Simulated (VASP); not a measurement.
# Pt (Fm-3m) in VASP: a series of runs, part 2 of 2

VASP 6.6.1.

**3. Relaxation of cell and atoms, PBEsol**

Contents of INCAR:

```
SYSTEM = Pt
PREC     = Accurate       ! precision mode
ENCUT    = 500            ! plane-wave cutoff, eV
EDIFF    = 1E-7           ! SCF threshold, eV
ISMEAR   = -1             ! smearing method
SIGMA    = 0.1            ! smearing width, eV
LREAL    = .False.        ! projectors in reciprocal space
LASPH    = .True.         ! aspherical terms in the spheres
NELM     = 120            ! most SCF steps
ALGO     = Normal         ! electronic algorithm
ISIF     = 3              ! what is computed and relaxed
LWAVE    = .False.        ! write WAVECAR
LCHARG   = .False.        ! write CHGCAR
GGA      = PS             ! functional
IBRION   = 2              ! ionic algorithm
NSW      = 80             ! ionic steps
EDIFFG   = -0.01          ! ionic threshold
GGA_COMPAT= .False.      
NELMIN   = 4
```

Contents of KPOINTS:

```
Automatic mesh
0
Gamma
  10 10 10
  0 0 0
```

Contents of POSCAR:

```
Pt
1.0
    2.7731310000      0.0000000000      0.0000000000
    1.3865655000      2.4016018940      0.0000000000
    1.3865655000      0.8005339647      2.2642519800
Pt
1
Direct
    0.0000000000      0.0000000000      0.0000000000
```

Potentials or basis: VASP PAW PBE potentials, release 64 (Pt).

On the command line:

```sh
> cat potpaw_PBE.64/Pt/POTCAR > POTCAR
> mpirun -np 1 vasp_std > vasp.out
```

OUTCAR:

```text
SYSTEM = Pt
   PREC = Accurate
   ENCUT = 500
   EDIFF = 1E-7
   ISMEAR = -1
   LREAL = .False.
   LASPH = .True.
   NELM = 120
   ISIF = 3
   GGA = PS
   IBRION = 2
   NSW = 80
   EDIFFG = -0.01
   NELMIN = 4

 ion  position               nearest neighbor table
   1  0.000  0.000  0.000-

  LATTYP: Found a face centered cubic cell.
 ALAT       =     3.9217994704

  Lattice vectors:

 A1 = (   2.7731310000,   0.0000000000,   0.0000000000)
 A2 = (   1.3865655000,   2.4016018940,   0.0000000000)
 A3 = (   1.3865655000,   0.8005339647,   2.2642519800)

Analysis of symmetry for initial positions (statically):
=====================================================================
 Subroutine PRICEL returns:
 Original cell was already a primitive cell.

 Routine SETGRP: Setting up the symmetry group for a
 face centered cubic supercell.

 Subroutine GETGRP returns: Found 48 space group operations
 (whereof 48 operations were pure point group operations)
 out of a pool of 48 trial point group operations.

The static configuration has the point symmetry O_h .

Analysis of symmetry for dynamics (positions and initial velocities):
=====================================================================
 Subroutine PRICEL returns:
 Original cell was already a primitive cell.

 Routine SETGRP: Setting up the symmetry group for a
 face centered cubic supercell.

 Subroutine GETGRP returns: Found 48 space group operations
 (whereof 48 operations were pure point group operations)
 out of a pool of 48 trial point group operations.

The dynamic configuration has the point symmetry O_h .

 Subroutine INISYM returns: Found 48 space group operations
 (whereof 48 operations are pure point group operations),
 and found     1 'primitive' translations

----------------------------------------------------------------------------------------

                                     Primitive cell

  volume of cell :      15.0798

  direct lattice vectors                    reciprocal lattice vectors
     2.773131000  0.000000000  0.000000000     0.360603232 -0.208194373 -0.147215653
     1.386565500  2.401601894  0.000000000     0.000000000  0.416388746 -0.147215653
     1.386565500  0.800533965  2.264251980     0.000000000  0.000000000  0.441646958

  length of vectors
     2.773131000  2.773131000  2.773131000     0.441646958  0.441646958  0.441646958

  position of ions in fractional coordinates (direct lattice)
     0.000000000  0.000000000  0.000000000

  ion indices of the primitive-cell ions
   primitive index   ion index
                 1           1

----------------------------------------------------------------------------------------

 KPOINTS: Automatic mesh

Automatic generation of k-mesh.
 Grid dimensions read from file:
 generate k-points for:   10   10   10

 Generating k-lattice:

  Cartesian coordinates                     Fractional coordinates (reciprocal lattice)
[... 21 lines left out ...]
  0.400000 -0.000000  0.000000      8.000000
  0.500000  0.000000  0.000000      4.000000
[... 16 lines left out ...]
  0.300000  0.300000  0.000000      6.000000
  0.400000  0.300000  0.000000     24.000000
 [... further k-points ...]
   k-points           NKPTS =     47   k-points in BZ     NKDIM =     47   number of bands    NBANDS=      9
   number of dos      NEDOS =    301   number of ions     NIONS =      1
   total plane-waves  NPLWV =   8000
   dimension x,y,z NGX =    20 NGY =   20 NGZ =   20
   dimension x,y,z NGXF=    40 NGYF=   40 NGZF=   40
   ions per type =               1
   NGX,Y,Z   is equivalent  to a cutoff of  11.99, 11.99, 11.99 a.u.
   NGXF,Y,Z  is equivalent  to a cutoff of  23.98, 23.98, 23.98 a.u.
 SYSTEM =  Pt
   PREC   = accura    normal or accurate (medium, high low for compatibility)
   ISTART =      0    job   : 0-new  1-cont  2-samecut
   ICHARG =      2    charge: 1-file 2-atom 10-const
   ISPIN  =      1    spin polarized calculation?
   LNONCOLLINEAR =      F non collinear calculations
   LSORBIT =      F    spin-orbit coupling
   LASPH  =      T    aspherical Exc in radial PAW
   ENCUT  =  500.0 eV  36.75 Ry    6.06 a.u.   5.06  5.06  5.06*2*pi/ulx,y,z
   NELM   =    120;   NELMIN=  4; NELMDL= -5     # of ELM steps
   EDIFF  = 0.1E-06   stopping-criterion for ELM
   LREAL  =      F    real-space projection
   EDIFFG = -.1E-01   stopping-criterion for IOM
   NSW    =     80    number of steps for IOM
   IBRION =      2    ionic relax: 0-MD 1-quasi-New 2-CG
   NFREE  =      1    steps in history (QN), initial steepest desc. (CG)
   ISIF   =      3    stress and relaxation
   ISYM   =      2    0-nonsym 1-usesym 2-fastsym
   POTIM  = 0.5000    time-step for ionic-motion
   TEBEG  =    0.0;   TEEND  =   0.0 temperature during run
   PSTRESS=    0.0 pullay stress
   NELECT =      10.0000    total number of electrons
   NUPDOWN=      -1.0000    fix difference up-down
   EMIN   =  10.00;   EMAX   =-10.00  energy-range for DOS
   EFERMI =   0.00;   METHOD = LEGACY
   ISMEAR =    -1;   SIGMA  =   0.10  broadening in eV -4-tet -1-fermi 0-gaus
   EFERMI_NEDOS =   21; number of points for ismear=-14 and -15
   IALGO  =     38    algorithm
   IMIX   =      4    mixing-type and parameters
     AMIX     =   0.40;   BMIX     =  1.00
     AMIX_MAG =   1.60;   BMIX_MAG =  1.00
  volume/ion in A,a.u.               =      15.08       101.76
  Fermi-wavevector in a.u.,A,eV,Ry     =   1.427610  2.697791 27.729613  2.038069
  Thomas-Fermi vector in A             =   2.547761
   LORBIT       =      0    0 simple, 1 ext, 2 COOP (PROOUT), +10 PAW based schemes
   GGA     = PS    functional components
   LHFCALC =     F    Hartree Fock is set to
   AEXX    =    0.0000 exact exchange contribution
   IVDW    =     0    specifies the selected vdW correction
   LEPSILON=     F    determine dielectric tensor
   LRPA    =     F    only Hartree local field effects (RPA)
 conjugate gradient relaxation of ions
 non-spin polarized calculation
  energy-cutoff  :      500.00
  volume of cell :       15.08
 maximum number of plane-waves:       392
   NGX = 11   NGY = 11   NGZ = 11

--------------------------------------- Ionic step        1  -------------------------------------------

 number of electron      10.0000001 magnetization

 Free energy of the ion-electron system (eV)
  ---------------------------------------------------
  ext. energy  EPLUGINS =         0.00000000
  ---------------------------------------------------
  free energy    TOTEN  =        -6.97435194 eV

  energy without entropy =       -6.91829417  energy(sigma->0) =       -6.94632306

------------------------ aborting loop because EDIFF is reached ----------------------------------------

  FORCE on cell =-STRESS in cart. coord.  units (eV):
  Direction    XX          YY          ZZ          XY          YZ          ZX
  --------------------------------------------------------------------------------------
  -------------------------------------------------------------------------------------
  Total       -0.0566157     -0.0566157     -0.0566157      0.0000000     -0.0000000     -0.0000000
  in kB       -6.0152135     -6.0152135     -6.0152135      0.0000000     -0.0000000     -0.0000000
  external PRESSURE =      -6.0152135 kB  Pullay stress =       0.0000000 kB
[... 57 lines left out ...]
--------------------------------------- Ionic step        3  -------------------------------------------

 number of electron      10.0000001 magnetization

 Free energy of the ion-electron system (eV)
  ---------------------------------------------------
  ext. energy  EPLUGINS =         0.00000000
  ---------------------------------------------------
  free energy    TOTEN  =        -6.97441375 eV

  energy without entropy =       -6.91853561  energy(sigma->0) =       -6.94647468

 E-fermi :  11.1637     XC(G=0): -13.6415

 val. band max:       11.1583940338   @ k =   0.5000   0.5000   0.0000
 cond. band min:      11.1864237019   @ k =   0.5000   0.0000   0.0000
 fundamental gap:      0.0280296681
 Fermi energy:        11.1636502870

 k-point     1 :       0.0000    0.0000    0.0000
  band No.  band energies     occupation
      1       0.8180      2.00000
      2       7.3231      2.00000
      3       7.3231      2.00000
      4       7.3231      2.00000
      5       9.5069      2.00000
      6       9.5069      2.00000
      7      25.7587      0.00000
      8      30.7254      0.00000
      9      30.7254      0.00000
[... 265 lines left out ...]
 k-point    24 :       0.4000    0.3000    0.0000
  band No.  band energies     occupation
      1       4.4700      2.00000
      2       5.1178      2.00000
      3       8.4805      2.00000
      4       9.8222      2.00000
      5      11.0873      1.36432
      6      11.3469      0.27588
      7      23.0897      0.00000
      8      25.4286      0.00000
      9      25.9199      0.00000

 [... further k-points ...]
[... 5 lines left out ...]
  --------------------------------------------------------------------------------------
  -------------------------------------------------------------------------------------
  Total        0.0007536      0.0007536      0.0007536     -0.0000000      0.0000000      0.0000000
  in kB        0.0802438      0.0802438      0.0802438     -0.0000000      0.0000000      0.0000000
  external PRESSURE =       0.0802438 kB  Pullay stress =       0.0000000 kB
[... 16 lines left out ...]
  FREE ENERGIE OF THE ION-ELECTRON SYSTEM (eV)
  ---------------------------------------------------
  free  energy   TOTEN  =        -6.9744137478 eV

  energy  without entropy=       -6.9185356138  energy(sigma->0) =       -6.94647468

 reached required accuracy - stopping structural energy minimisation
```

Run time: 13 s. Hardware: 1 thread of Intel Xeon Platinum 8375C at 2.90GHz (Ice Lake), shared host; peak memory 0.13 GiB.

Results:

```yaml
Free_energy: -6.9744 eV
Relaxed_volume: 15.05 Å³/atom
Relaxed_cell: a = 2.771 Å, b = 2.771 Å, c = 2.771 Å, α = 60.00°, β = 60.00°, γ = 60.00°
Space_group_after_relaxing_to_0.05_Å: Fm-3m (No. 225)
Energy_gained_by_relaxing: 0.1 meV/atom
Ionic_steps: 3
Pressure_after_relaxing: 0.0 GPa
Band_gap_on_the_k_mesh: zero (band 5 reaches 11.64 eV, above the bottom of band 6 at 9.43 eV)
```

Final structure:
```xyz
1
Lattice="2.7711 0.0000 0.0000 1.3856 2.3999 0.0000 1.3856 0.8000 2.2626" Properties=species:S:1:pos:R:3 pbc="T T T"
Pt    0.0000    0.0000    0.0000
```

Caveat: the PAW data sets were made with another functional, which shifts forces and pressure a little; spin-orbit coupling is left out, which moves the levels of the heavy elements.
